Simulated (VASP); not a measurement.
Write the native input for VASP 6.6.1 that does the following.

```
Task                   : single point
Functional             : PBE
Potentials or basis    : VASP PAW PBE potentials, release 64 (V_sv, C, Ti_sv)
Cutoff                 : 520 eV
k mesh                 : 13 × 13 × 1
Occupations            : fermi-dirac, width 0.05 eV
Spin                   : no spin polarisation
Dipole correction      : yes
Further INCAR settings : ALGO = Normal; EDIFF = 1e-06; NBANDS = 34
```

The structure of Ti2VC3 lies in POSCAR:

```
Ti2VC3
1.0
    3.0637012665      0.0000000000      0.0000000000
    0.0000000000      3.0637012665      0.0000000000
    0.0000000000      0.0000000000     20.3327000000
V C Ti
1 3 2
Direct
    0.2500000000      0.2500000000      0.3973128661
    0.7500000000      0.7500000000      0.3923184609
    0.2500000000      0.2500000000      0.5000000003
    0.7500000000      0.7500000000      0.6076815387
    0.7500000000      0.7500000000      0.5000000003
    0.2500000000      0.2500000000      0.6026871337
```

These files were run (other wordings do the same):

INCAR

```
SYSTEM = Ti2VC3
PREC = Accurate
ENCUT = 520
EDIFF = 1E-6
ISMEAR = -1
SIGMA = 0.05
LREAL = .FALSE.
LASPH = .TRUE.
NELM = 100
ALGO = Normal
ISIF = 2
LWAVE = .FALSE.
LCHARG = .TRUE.
LDIPOL = .TRUE.
IDIPOL = 3
DIPOL = 0.5 0.5 0.500
GGA = PE
LELF = .TRUE.
LVHAR = .TRUE.
LVACPOTAV = .TRUE.
NBANDS = 34
```

KPOINTS

```
regular mesh
0
G
  13 13 1
  0 0 0
```

Potentials or basis: VASP PAW PBE potentials, release 64 (V_sv, C, Ti_sv).

The run is started by

```bash
$ cat potpaw_PBE.64/V_sv/POTCAR potpaw_PBE.64/C/POTCAR potpaw_PBE.64/Ti_sv/POTCAR > POTCAR
$ mpirun -np 1 vasp_std > vasp.out
```

It gave:

- Largest force: 1.740 eV/Å
- Band gap on the k mesh: zero (an odd number of electrons rules out a gap without spin polarisation)

It took 11 min on 1 thread of Intel Xeon 8259CL, on a shared host, peak memory 0.39 GiB.
